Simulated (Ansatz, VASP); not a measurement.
# AlRu in VASP and in Ansatz

```
Al Ru
1.0
     2.97651    0.00000    0.00000
     0.00000    2.97651    0.00000
     0.00000    0.00000    2.97651
Al Ru
1 1
Direct
  0.00000 0.00000 0.00000
  0.50000 0.50000 0.50000
```

Alike in both runs: functional PBEsol; k mesh 14 × 14 × 14; occupations fermi-dirac, width 0.05 eV; no spin polarisation.

Ansatz relaxed the structure, and its values are those at the end. VASP's run is a single point on that final structure, the one shown.

|  | VASP | Ansatz |
| --- | --- | --- |
| version | VASP 6.6.1 | Ansatz 0.2.0 |
| potentials or method | VASP PAW PBE potentials, release 64 (Al, Ru_pv) | PAW with Ansatz's default frozen-core files, scalar-relativistic |
| plane-wave cutoff (eV) | 520 | 420 |
| valence electrons in the cell | 17 | 19 |

|  | VASP | Ansatz | Ansatz less VASP |
| --- | --- | --- | --- |
| pressure (GPa) | 0.0 | 0.0 | -0.07 |

VASP's potentials were made for PBE, not for PBEsol. The functional is the same, so the differences come from potentials, cutoffs and numerics. VASP's potentials hold 17 valence electrons a cell and Ansatz's 19, so a difference there can come from the potentials and not from the codes.
